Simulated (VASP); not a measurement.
# MgS (Niningerite) (Fm-3m) in VASP: notebook

The runs below take MgS (Niningerite) through single point, with PBEsol.

Everything below comes from runs of VASP 6.6.1. Logs are shortened: lines on timing, memory, paths and dates and some standing lists are left out, and cuts for length are marked.

**1. The cell of the first run**

Symmetry: Fm-3m, No. 225, cubic system. Conventional cell: a = 4.788 Å, b = 4.788 Å, c = 4.788 Å, α = 90.00°, β = 90.00°, γ = 90.00°. S (site symmetry m-3m) has 6 Mg at 2.39 Å within 3.2 Å. Mg (site symmetry m-3m) has 6 S at 2.39 Å within 3.2 Å.

**2. Single point, PBEsol**

INCAR reads:

```
PREC     = Accurate       # precision mode
ENCUT    = 520            # plane-wave cutoff, eV
EDIFF    = 1E-7           # SCF threshold, eV
ISMEAR   = -1             # smearing method
SIGMA    = 0.05           # smearing width, eV
LREAL    = False          # projectors in reciprocal space
LASPH    = True           # aspherical terms in the spheres
NELM     = 100            # most SCF steps
ALGO     = Normal         # electronic algorithm
ISIF     = 2              # what is computed and relaxed
LWAVE    = False          # write WAVECAR
LCHARG   = False          # write CHGCAR
GGA      = PS             # functional
NBANDS   = 11             # bands
```

KPOINTS reads:

```
Automatic mesh
0
Gamma
  9 9 9
```

POSCAR reads:

```
MgS
1.0
    0.0000000000      2.3938265285      2.3938265285
    2.3938265285      0.0000000000      2.3938265285
    2.3938265285      2.3938265285      0.0000000000
S Mg
1 1
Direct
    0.5000000000      0.5000000000      0.5000000000
    0.0000000000      0.0000000000      0.0000000000
```

Potentials or basis: VASP PAW PBE potentials, release 64 (S, Mg).

On the command line:

```bash
$ cat potpaw_PBE.64/S/POTCAR potpaw_PBE.64/Mg/POTCAR > POTCAR
$ mpirun -np 1 vasp_std > vasp.out
```

OUTCAR:

```text
PREC = Accurate
   ENCUT = 520
   EDIFF = 1E-7
   ISMEAR = -1
   LREAL = False
   LASPH = True
   NELM = 100
   ISIF = 2
   GGA = PS

 ion  position               nearest neighbor table
   1  0.500  0.500  0.500-   2 2.39   2 2.39   2 2.39   2 2.39   2 2.39   2 2.39
   2  0.000  0.000  0.000-   1 2.39   1 2.39   1 2.39   1 2.39   1 2.39   1 2.39

  LATTYP: Found a face centered cubic cell.
 ALAT       =     4.7876530570

  Lattice vectors:

 A1 = (   0.0000000000,   2.3938265285,   2.3938265285)
 A2 = (   2.3938265285,   0.0000000000,   2.3938265285)
 A3 = (   2.3938265285,   2.3938265285,   0.0000000000)

Analysis of symmetry for initial positions (statically):
=====================================================================
 Subroutine PRICEL returns:
 Original cell was already a primitive cell.

 Routine SETGRP: Setting up the symmetry group for a
 face centered cubic supercell.

 Subroutine GETGRP returns: Found 48 space group operations
 (whereof 48 operations were pure point group operations)
 out of a pool of 48 trial point group operations.

The static configuration has the point symmetry O_h .

Analysis of symmetry for dynamics (positions and initial velocities):
=====================================================================
 Subroutine PRICEL returns:
 Original cell was already a primitive cell.

 Routine SETGRP: Setting up the symmetry group for a
 face centered cubic supercell.

 Subroutine GETGRP returns: Found 48 space group operations
 (whereof 48 operations were pure point group operations)
 out of a pool of 48 trial point group operations.

The dynamic configuration has the point symmetry O_h .

 Subroutine INISYM returns: Found 48 space group operations
 (whereof 48 operations are pure point group operations),
 and found     1 'primitive' translations

----------------------------------------------------------------------------------------

                                     Primitive cell

  volume of cell :      27.4352

  direct lattice vectors                    reciprocal lattice vectors
     0.000000000  2.393826528  2.393826528    -0.208870607  0.208870607  0.208870607
     2.393826528  0.000000000  2.393826528     0.208870607 -0.208870607  0.208870607
     2.393826528  2.393826528  0.000000000     0.208870607  0.208870607 -0.208870607

  length of vectors
     3.385381943  3.385381943  3.385381943     0.361774503  0.361774503  0.361774503

  position of ions in fractional coordinates (direct lattice)
     0.500000000  0.500000000  0.500000000
     0.000000000  0.000000000  0.000000000

  ion indices of the primitive-cell ions
   primitive index   ion index
                 1           1
                 2           2

----------------------------------------------------------------------------------------

 KPOINTS: Automatic mesh

Automatic generation of k-mesh.
 Grid dimensions read from file:
 generate k-points for:    9    9    9

 Generating k-lattice:

  Cartesian coordinates                     Fractional coordinates (reciprocal lattice)
    -0.023207845  0.023207845  0.023207845     0.111111111  0.000000000  0.000000000
     0.023207845 -0.023207845  0.023207845     0.000000000  0.111111111  0.000000000
     0.023207845  0.023207845 -0.023207845     0.000000000  0.000000000  0.111111111

  Length of vectors
     0.040197167  0.040197167  0.040197167

  Shift w.r.t. Gamma in fractional coordinates (k-lattice)
     0.000000000  0.000000000  0.000000000

 Subroutine IBZKPT returns following result:
 ===========================================

 Found     35 irreducible k-points:

 Following reciprocal coordinates:
            Coordinates               Weight
  0.000000  0.000000  0.000000      1.000000
  0.111111  0.000000  0.000000      8.000000
  0.222222  0.000000  0.000000      8.000000
  0.333333  0.000000  0.000000      8.000000
  0.444444  0.000000  0.000000      8.000000
  0.111111  0.111111  0.000000      6.000000
[... 16 lines left out ...]
 -0.333333  0.333333  0.000000     12.000000
  0.444444  0.444444  0.000000      6.000000
 [... further k-points ...]
   k-points           NKPTS =     35   k-points in BZ     NKDIM =     35   number of bands    NBANDS=     11
   number of dos      NEDOS =    301   number of ions     NIONS =      2
   total plane-waves  NPLWV =  21952
   dimension x,y,z NGX =    28 NGY =   28 NGZ =   28
   dimension x,y,z NGXF=    56 NGYF=   56 NGZF=   56
   ions per type =               1   1
   NGX,Y,Z   is equivalent  to a cutoff of  13.75, 13.75, 13.75 a.u.
   NGXF,Y,Z  is equivalent  to a cutoff of  27.50, 27.50, 27.50 a.u.
 SYSTEM =  unknown system
   PREC   = accura    normal or accurate (medium, high low for compatibility)
   ISTART =      0    job   : 0-new  1-cont  2-samecut
   ICHARG =      2    charge: 1-file 2-atom 10-const
   ISPIN  =      1    spin polarized calculation?
   LNONCOLLINEAR =      F non collinear calculations
   LSORBIT =      F    spin-orbit coupling
   LASPH  =      T    aspherical Exc in radial PAW
   ENCUT  =  520.0 eV  38.22 Ry    6.18 a.u.   6.29  6.29  6.29*2*pi/ulx,y,z
   NELM   =    100;   NELMIN=  2; NELMDL= -5     # of ELM steps
   EDIFF  = 0.1E-06   stopping-criterion for ELM
   LREAL  =      F    real-space projection
   EDIFFG = 0.1E-05   stopping-criterion for IOM
   NSW    =      0    number of steps for IOM
   IBRION =     -1    ionic relax: 0-MD 1-quasi-New 2-CG
   NFREE  =      0    steps in history (QN), initial steepest desc. (CG)
   ISIF   =      2    stress and relaxation
   ISYM   =      2    0-nonsym 1-usesym 2-fastsym
   POTIM  = 0.5000    time-step for ionic-motion
   TEBEG  =    0.0;   TEEND  =   0.0 temperature during run
   PSTRESS=    0.0 pullay stress
   NELECT =       8.0000    total number of electrons
   NUPDOWN=      -1.0000    fix difference up-down
   EMIN   =  10.00;   EMAX   =-10.00  energy-range for DOS
   EFERMI =   0.00;   METHOD = LEGACY
   ISMEAR =    -1;   SIGMA  =   0.05  broadening in eV -4-tet -1-fermi 0-gaus
   EFERMI_NEDOS =   21; number of points for ismear=-14 and -15
   IALGO  =     38    algorithm
   IMIX   =      4    mixing-type and parameters
     AMIX     =   0.40;   BMIX     =  1.00
     AMIX_MAG =   1.60;   BMIX_MAG =  1.00
  volume/ion in A,a.u.               =      13.72        92.57
  Fermi-wavevector in a.u.,A,eV,Ry     =   1.085597  2.051482 16.034763  1.178522
  Thomas-Fermi vector in A             =   2.221715
   LORBIT       =      0    0 simple, 1 ext, 2 COOP (PROOUT), +10 PAW based schemes
   GGA     = PS    functional components
   LHFCALC =     F    Hartree Fock is set to
   AEXX    =    0.0000 exact exchange contribution
   IVDW    =     0    specifies the selected vdW correction
   LEPSILON=     F    determine dielectric tensor
   LRPA    =     F    only Hartree local field effects (RPA)
 non-spin polarized calculation
  energy-cutoff  :      520.00
  volume of cell :       27.44
 maximum number of plane-waves:       751
 NGX is ok and might be reduce to    28
   NGX = 13   NGY = 13   NGZ = 13

 number of electron       8.0000001 magnetization

 Free energy of the ion-electron system (eV)
  ---------------------------------------------------
  ext. energy  EPLUGINS =         0.00000000
  ---------------------------------------------------
  free energy    TOTEN  =        -8.51554451 eV

  energy without entropy =       -8.51554451  energy(sigma->0) =       -8.51554451

 E-fermi :   7.1815     XC(G=0): -10.9138

 val. band max:        6.2475461839   @ k =   0.0000   0.0000   0.0000
 cond. band min:       9.5716406791   @ k =   0.4444   0.4444   0.0000
 fundamental gap:      3.3240944952
 Fermi energy:         7.1815121036

 k-point     1 :       0.0000    0.0000    0.0000
  band No.  band energies     occupation
      1      -8.1430      2.00000
      2       6.2475      2.00000
      3       6.2475      2.00000
      4       6.2475      2.00000
      5      12.1334      0.00000
      6      13.7881      0.00000
      7      13.7881      0.00000
      8      13.7881      0.00000
      9      16.7321      0.00000
     10      16.7321      0.00000
     11      19.0250      0.00000

 k-point     2 :       0.1111    0.0000    0.0000
  band No.  band energies     occupation
      1      -7.9697      2.00000
      2       5.2069      2.00000
      3       6.1068      2.00000
      4       6.1068      2.00000
      5      12.5201      0.00000
      6      13.8735      0.00000
      7      14.1045      0.00000
      8      14.1045      0.00000
      9      16.3128      0.00000
     10      16.3128      0.00000
     11      20.1549      0.00000

 k-point     3 :       0.2222    0.0000    0.0000
  band No.  band energies     occupation
      1      -7.4769      2.00000
      2       3.2005      2.00000
      3       5.7915      2.00000
      4       5.7915      2.00000
      5      11.9105      0.00000
      6      14.2374      0.00000
      7      14.2374      0.00000
      8      15.6970      0.00000
      9      16.5238      0.00000
     10      16.5238      0.00000
     11      20.0257      0.00000

 k-point     4 :       0.3333    0.0000    0.0000
  band No.  band energies     occupation
      1      -6.7744      2.00000
      2       1.2716      2.00000
      3       5.4852      2.00000
      4       5.4852      2.00000
      5      11.2976      0.00000
      6      13.6953      0.00000
      7      13.6953      0.00000
      8      17.9996      0.00000
      9      18.2984      0.00000
     10      18.2984      0.00000
     11      19.2088      0.00000

 k-point     5 :       0.4444    0.0000    0.0000
  band No.  band energies     occupation
      1      -6.1650      2.00000
      2       0.0068      2.00000
      3       5.3072      2.00000
      4       5.3072      2.00000
      5      10.9874      0.00000
      6      13.3218      0.00000
      7      13.3218      0.00000
      8      18.7052      0.00000
      9      19.9558      0.00000
     10      20.7478      0.00000
     11      20.7478      0.00000
[... 211 lines left out ...]
 k-point    21 :       0.4444    0.3333    0.0000
  band No.  band energies     occupation
      1      -5.8624      2.00000
      2       1.1309      2.00000
      3       3.5730      2.00000
      4       4.1599      2.00000
      5      10.0474      0.00000
      6      10.8283      0.00000
      7      17.8733      0.00000
      8      18.0664      0.00000
      9      21.2266      0.00000
     10      21.3714      0.00000
     11      24.9809      0.00000

 k-point    22 :      -0.4444    0.3333    0.0000
  band No.  band energies     occupation
      1      -5.5159      2.00000
      2       0.9419      2.00000
      3       2.3744      2.00000
      4       4.2444      2.00000
      5      10.1443      0.00000
      6      12.6586      0.00000
      7      16.9423      0.00000
      8      17.4813      0.00000
      9      21.0809      0.00000
     10      21.1993      0.00000
     11      25.2993      0.00000

 k-point    23 :      -0.3333    0.3333    0.0000
  band No.  band energies     occupation
      1      -5.5625      2.00000
      2       1.3635      2.00000
      3       1.5868      2.00000
      4       4.5600      2.00000
      5      10.7164      0.00000
      6      14.8578      0.00000
      7      15.9754      0.00000
      8      16.3736      0.00000
      9      19.1293      0.00000
     10      19.8731      0.00000
     11      25.4628      0.00000

 k-point    24 :       0.4444    0.4444    0.0000
  band No.  band energies     occupation
      1      -5.5770      2.00000
      2       0.6584      2.00000
      3       3.9388      2.00000
      4       3.9388      2.00000
      5       9.5716      0.00000
      6       9.5906      0.00000
      7      19.5897      0.00000
      8      20.3805      0.00000
      9      21.3598      0.00000
     10      21.3598      0.00000
     11      24.1796      0.00000

 [... further k-points ...]

------------------------ aborting loop because EDIFF is reached ----------------------------------------

  FORCE on cell =-STRESS in cart. coord.  units (eV):
  Direction    XX          YY          ZZ          XY          YZ          ZX
  --------------------------------------------------------------------------------------
  -------------------------------------------------------------------------------------
  Total        5.1444121      5.1444121      5.1444121      0.0000000     -0.0000000     -0.0000000
  in kB      300.4265504    300.4265504    300.4265504      0.0000000     -0.0000000     -0.0000000
  external PRESSURE =     300.4265504 kB  Pullay stress =       0.0000000 kB

 VOLUME and BASIS-vectors are now :
 -----------------------------------------------------------------------------
  energy-cutoff  :      520.00
  volume of cell :       27.44
      direct lattice vectors                 reciprocal lattice vectors
     0.000000000  2.393826528  2.393826528    -0.208870607  0.208870607  0.208870607
     2.393826528  0.000000000  2.393826528     0.208870607 -0.208870607  0.208870607
     2.393826528  2.393826528  0.000000000     0.208870607  0.208870607 -0.208870607

 POSITION                                       TOTAL-FORCE (eV/Angst)
 -----------------------------------------------------------------------------------
      2.39383      2.39383      2.39383         0.000000      0.000000     -0.000000
      0.00000      0.00000      0.00000        -0.000000     -0.000000      0.000000
 -----------------------------------------------------------------------------------
    total drift:                                0.000000      0.000000      0.000000

  FREE ENERGIE OF THE ION-ELECTRON SYSTEM (eV)
  ---------------------------------------------------
  free  energy   TOTEN  =        -8.5155445142 eV

  energy  without entropy=       -8.5155445141  energy(sigma->0) =       -8.51554451
```

Wall time 11 s (1 thread of Intel Xeon 6975P-C, shared host); peak memory 0.16 GiB.

Results:

| Item | Value |
| --- | --- |
| Free energy | -8.5155 eV |
| Pressure | 30.0 GPa |
| Band gap on the k mesh | 3.32 eV, indirect (least direct gap 5.63 eV) |

Caveat: the PAW data sets were made with another functional, which shifts forces and pressure a little. A k mesh can miss the band edges.

**3. Single point, PBEsol**

This run uses another cell than the first one, of 14.55 Å³/atom, 1.061 times its volume.

INCAR reads:

```
SYSTEM = MgS
ALGO = Normal ; EDIFF = 1E-6
ENCUT = 520 ; GGA = PS
ISIF = 2 ; ISMEAR = -1
LASPH = .TRUE. ; LCHARG = .FALSE.
LREAL = .FALSE. ; LWAVE = .FALSE.
NBANDS = 11 ; NELM = 60
PREC = Accurate ; SIGMA = 0.05
```

KPOINTS reads:

```
k-points
0
G
  9 9 9
  0 0 0
```

POSCAR reads:

```
MgS
1.0
    0.0000000000      2.4413731212      2.4413731212
    2.4413731212      0.0000000000      2.4413731212
    2.4413731212      2.4413731212      0.0000000000
S Mg
1 1
Direct
    0.5000000000      0.5000000000      0.5000000000
    0.0000000000      0.0000000000      0.0000000000
```

Potentials or basis: VASP PAW PBE potentials, release 64 (S, Mg).

On the command line:

```bash
$ cat potpaw_PBE.64/S/POTCAR potpaw_PBE.64/Mg/POTCAR > POTCAR
$ mpirun -np 1 vasp_std > vasp.out
```

It took 7.6 s on 1 thread of Intel Xeon 6975P-C, shared host; peak memory 0.16 GiB.

Results (log left out):

```yaml
Free_energy: -8.7738 eV
Pressure: 19.9 GPa
Band_gap_on_the_k_mesh: 3.22 eV, indirect (least direct gap 5.28 eV)
```

Levels at points of the mesh, in eV from the valence-band top:
```tsv
k point	band 1	band 2	band 3	band 4	band 5	band 6	band 7	band 8
(0.00, 0.00, 0.00)	-13.94	0.00	0.00	0.00	5.28	7.65	7.65	7.65
```

Caveat: the PAW data sets were made with another functional, which shifts forces and pressure a little. As with any semilocal functional, this PBEsol gap is likely too small.
